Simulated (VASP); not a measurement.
# BaH4 (P6/mmm) in VASP: a series of runs

The runs below take BaH4 through single point, relaxation of cell and atoms, with PBE.

Everything below comes from runs of VASP 6.6.1. Logs are shortened: lines on timing, memory, paths and dates and some standing lists are left out, and cuts for length are marked.

## (1) The cell of the first run

It takes space group P6/mmm (No. 191, hexagonal). The conventional cell has a = 4.599 Å, b = 4.599 Å, c = 3.974 Å, α = 90.00°, β = 90.00°, γ = 120.00°. Ba (site symmetry 6/mmm) has 12 H at 2.69 Å within 3.5 Å. H (site symmetry 3m) has 1 H at 0.85 Å within 1.2 Å.

## (2) Single point, PBE

INCAR

```
  PREC = Accurate
  ENCUT = 520
  EDIFF = 1E-7
  ISMEAR = 0
  SIGMA = 0.1
  LREAL = F
  LASPH = T
  NELM = 60
  ALGO = Normal
  ISIF = 2
  LWAVE = F
  LCHARG = F
  GGA = PE
  NBANDS = 15
```

KPOINTS

```
Automatic mesh
0
Gamma
  12 12 10
```

POSCAR

```
BaH4
1.0
    4.5989762144      0.0000000000      0.0000000000
   -2.2994881072      3.9828302331      0.0000000000
    0.0000000000      0.0000000000      3.9743917957
Ba H
1 4
Direct
    0.0000000000      0.0000000000      0.0000000000
    0.3333333333      0.6666666667      0.8930060314
    0.3333333333      0.6666666667      0.1069939686
    0.6666666667      0.3333333333      0.1069939686
    0.6666666667      0.3333333333      0.8930060314
```

Potentials or basis: VASP PAW PBE potentials, release 64 (Ba_sv, H).

The run is started by

```bash
> cat potpaw_PBE.64/Ba_sv/POTCAR potpaw_PBE.64/H/POTCAR > POTCAR
> mpirun -np 1 vasp_std > vasp.out
```

OUTCAR:

```text
PREC = Accurate
   ENCUT = 520
   EDIFF = 1E-7
   ISMEAR = 0
   LREAL = F
   LASPH = T
   NELM = 60
   ISIF = 2
   GGA = PE

 ion  position               nearest neighbor table
   1  0.000  0.000  0.000-   2 2.69   3 2.69   4 2.69   5 2.69   4 2.69   5 2.69   2 2.69   3 2.69
                             4 2.69   5 2.69   2 2.69   3 2.69
   2  0.333  0.667  0.893-   3 0.85   1 2.69   1 2.69   1 2.69
   3  0.333  0.667  0.107-   2 0.85   1 2.69   1 2.69   1 2.69
   4  0.667  0.333  0.107-   5 0.85   1 2.69   1 2.69   1 2.69
   5  0.667  0.333  0.893-   4 0.85   1 2.69   1 2.69   1 2.69

  LATTYP: Found a hexagonal cell.
 ALAT       =     4.5989762144
 C/A-ratio  =     0.8641905525

  Lattice vectors:

 A1 = (   4.5989762144,   0.0000000000,   0.0000000000)
 A2 = (  -2.2994881072,   3.9828302331,   0.0000000000)
 A3 = (   0.0000000000,   0.0000000000,   3.9743917957)

Analysis of symmetry for initial positions (statically):
=====================================================================
 Subroutine PRICEL returns:
 Original cell was already a primitive cell.

 Routine SETGRP: Setting up the symmetry group for a
 hexagonal supercell.

 Subroutine GETGRP returns: Found 24 space group operations
 (whereof 24 operations were pure point group operations)
 out of a pool of 24 trial point group operations.

The static configuration has the point symmetry D_6h.

Analysis of symmetry for dynamics (positions and initial velocities):
=====================================================================
 Subroutine PRICEL returns:
 Original cell was already a primitive cell.

 Routine SETGRP: Setting up the symmetry group for a
 hexagonal supercell.

 Subroutine GETGRP returns: Found 24 space group operations
 (whereof 24 operations were pure point group operations)
 out of a pool of 24 trial point group operations.

The dynamic configuration has the point symmetry D_6h.

 Subroutine INISYM returns: Found 24 space group operations
 (whereof 24 operations are pure point group operations),
 and found     1 'primitive' translations

----------------------------------------------------------------------------------------

                                     Primitive cell

  volume of cell :      72.7987

  direct lattice vectors                    reciprocal lattice vectors
     4.598976214  0.000000000  0.000000000     0.217439698  0.125538868  0.000000000
    -2.299488107  3.982830233  0.000000000     0.000000000  0.251077737  0.000000000
     0.000000000  0.000000000  3.974391796     0.000000000  0.000000000  0.251610825

[... 100 lines left out ...]
   NELECT =      14.0000    total number of electrons
   NUPDOWN=      -1.0000    fix difference up-down
   EMIN   =  10.00;   EMAX   =-10.00  energy-range for DOS
   EFERMI =   0.00;   METHOD = LEGACY
   ISMEAR =     0;   SIGMA  =   0.10  broadening in eV -4-tet -1-fermi 0-gaus
   EFERMI_NEDOS =   21; number of points for ismear=-14 and -15
   IALGO  =     38    algorithm
   IMIX   =      4    mixing-type and parameters
     AMIX     =   0.40;   BMIX     =  1.00
     AMIX_MAG =   1.60;   BMIX_MAG =  1.00
  volume/ion in A,a.u.               =      14.56        98.25
  Fermi-wavevector in a.u.,A,eV,Ry     =   0.944952  1.785700 12.149102  0.892934
  Thomas-Fermi vector in A             =   2.072806
   LORBIT       =      0    0 simple, 1 ext, 2 COOP (PROOUT), +10 PAW based schemes
   GGA     = PE    functional components
   LHFCALC =     F    Hartree Fock is set to
   AEXX    =    0.0000 exact exchange contribution
   IVDW    =     0    specifies the selected vdW correction
   LEPSILON=     F    determine dielectric tensor
   LRPA    =     F    only Hartree local field effects (RPA)
 non-spin polarized calculation
 Gauss-broadening in eV      SIGMA  =   0.10
  energy-cutoff  :      520.00
  volume of cell :       72.80
 maximum number of plane-waves:      1989
 NGX is ok and might be reduce to    36
   NGX = 17   NGY = 17   NGZ = 15

 number of electron      14.0000001 magnetization

 Free energy of the ion-electron system (eV)
  ---------------------------------------------------
  ext. energy  EPLUGINS =         0.00000000
  ---------------------------------------------------
  free energy    TOTEN  =       -15.35541549 eV

  energy without entropy =      -15.35086436  energy(sigma->0) =      -15.35313993

 E-fermi :   2.1452     XC(G=0):  -8.0146

 val. band max:        2.1359964602   @ k =   0.5000  -0.0000   0.0000
 cond. band min:       2.1698934727   @ k =   0.4167  -0.0000   0.1000
 fundamental gap:      0.0338970126
 Fermi energy:         2.1452060417

 k-point     1 :       0.0000    0.0000    0.0000
  band No.  band energies     occupation
      1     -26.9244      2.00000
      2     -12.1289      2.00000
      3     -12.1289      2.00000
      4     -11.6760      2.00000
      5      -8.1559      2.00000
      6      -5.9001      2.00000
      7       1.3349      2.00000
      8       2.3244      0.01127
      9       2.3244      0.01127
     10       4.4696      0.00000
     11       6.4340      0.00000
     12       6.4340      0.00000
     13       7.7358      0.00000
     14       8.0771      0.00000
[... 401 lines left out ...]
      2     -12.7127      2.00000
      3     -12.1869      2.00000
      4     -11.7125      2.00000
      5      -7.0527      2.00000
      6      -6.3575      2.00000
      7       1.9268      1.99799
      8       3.0511      0.00000
      9       3.9488      0.00000
     10       4.8809      0.00000
     11       5.6824      0.00000
     12       6.1245      0.00000
     13       6.3319      0.00000
     14       7.1555      0.00000
     15       8.0965      0.00000

 [... further k-points ...]
[... 5 lines left out ...]
  --------------------------------------------------------------------------------------
  -------------------------------------------------------------------------------------
  Total        0.1953397      0.1953397     -0.0054318      0.0000000      0.0000000     -0.0000000
  in kB        4.2990986      4.2990986     -0.1195449      0.0000000      0.0000000     -0.0000000
  external PRESSURE =       2.8262174 kB  Pullay stress =       0.0000000 kB

 VOLUME and BASIS-vectors are now :
 -----------------------------------------------------------------------------
  energy-cutoff  :      520.00
  volume of cell :       72.80
      direct lattice vectors                 reciprocal lattice vectors
     4.598976214  0.000000000  0.000000000     0.217439698  0.125538868  0.000000000
    -2.299488107  3.982830233  0.000000000     0.000000000  0.251077737  0.000000000
     0.000000000  0.000000000  3.974391796     0.000000000  0.000000000  0.251610825

 POSITION                                       TOTAL-FORCE (eV/Angst)
 -----------------------------------------------------------------------------------
      0.00000      0.00000      0.00000        -0.000000      0.000000      0.000000
     -0.00000      2.65522      3.54916         0.000000      0.000000      0.016418
     -0.00000      2.65522      0.42524         0.000000     -0.000000     -0.016418
      2.29949      1.32761      0.42524        -0.000000      0.000000     -0.016418
      2.29949      1.32761      3.54916        -0.000000     -0.000000      0.016418
 -----------------------------------------------------------------------------------
    total drift:                                0.000000      0.000000      0.000000

  FREE ENERGIE OF THE ION-ELECTRON SYSTEM (eV)
  ---------------------------------------------------
  free  energy   TOTEN  =       -15.3554154931 eV

  energy  without entropy=      -15.3508643576  energy(sigma->0) =      -15.35313993
```

OSZICAR:

```text
N       E                     dE             d eps       ncg     rms          rms(c)
DAV:   1     0.570220322262E+02    0.57022E+02   -0.58042E+03  3420   0.786E+02
DAV:   2    -0.123924582210E+02   -0.69414E+02   -0.65681E+02  4821   0.145E+02
DAV:   3    -0.159344893634E+02   -0.35420E+01   -0.35243E+01  4779   0.331E+01
DAV:   4    -0.159973027317E+02   -0.62813E-01   -0.62762E-01  4471   0.386E+00
DAV:   5    -0.159982039597E+02   -0.90123E-03   -0.90110E-03  4734   0.365E-01    0.607E+00
DAV:   6    -0.155077501455E+02    0.49045E+00   -0.27943E-01  4383   0.309E+00    0.352E+00
DAV:   7    -0.153532985886E+02    0.15445E+00   -0.42522E-01  4491   0.378E+00    0.565E-01
DAV:   8    -0.153544570255E+02   -0.11584E-02   -0.32180E-02  4120   0.111E+00    0.170E-01
DAV:   9    -0.153551323258E+02   -0.67530E-03   -0.12569E-03  4429   0.245E-01    0.903E-02
DAV:  10    -0.153554081277E+02   -0.27580E-03   -0.29626E-04  3994   0.138E-01    0.322E-02
DAV:  11    -0.153554151882E+02   -0.70606E-05   -0.34433E-05  4571   0.385E-02    0.582E-03
DAV:  12    -0.153554154044E+02   -0.21615E-06   -0.28520E-06  4401   0.127E-02    0.229E-03
DAV:  13    -0.153554154931E+02   -0.88760E-07   -0.12126E-07  3858   0.242E-03
   1 F= -.15355415E+02 E0= -.15353140E+02  d E =-.455114E-02
```

stdout:

```text
POSCAR found type information on POSCAR BaH
 POSCAR found :  2 types and       5 ions
 scaLAPACK will be used
 LDA part: xc-table for (Slater+PW92), standard interpolation
 POSCAR, INCAR and KPOINTS ok, starting setup
 FFT: planning ... GRIDC
 FFT: planning ... GRID_SOFT
 FFT: planning ... GRID
 WAVECAR not read
 entering main loop
```

Run time: 38 s. Hardware: 1 thread of Intel Xeon 6975P-C (Granite Rapids), shared host; peak memory 0.27 GiB.

What came out:

- Free energy: -15.3554 eV
- Pressure: 0.3 GPa
- Largest force: 0.016 eV/Å
- Band gap on the k mesh: zero (band 7 reaches 2.48 eV, above the bottom of band 8 at 0.72 eV)

Forces in eV/Å, atoms in the order of the input:
```
Ba   0.000  0.000  0.000
H    0.000  0.000  0.016
H    0.000  0.000 -0.016
H    0.000  0.000 -0.016
H    0.000  0.000  0.016
```

Caveat: spin-orbit coupling is left out, which moves the levels of the heavy elements.

[end of part 1 of 2]
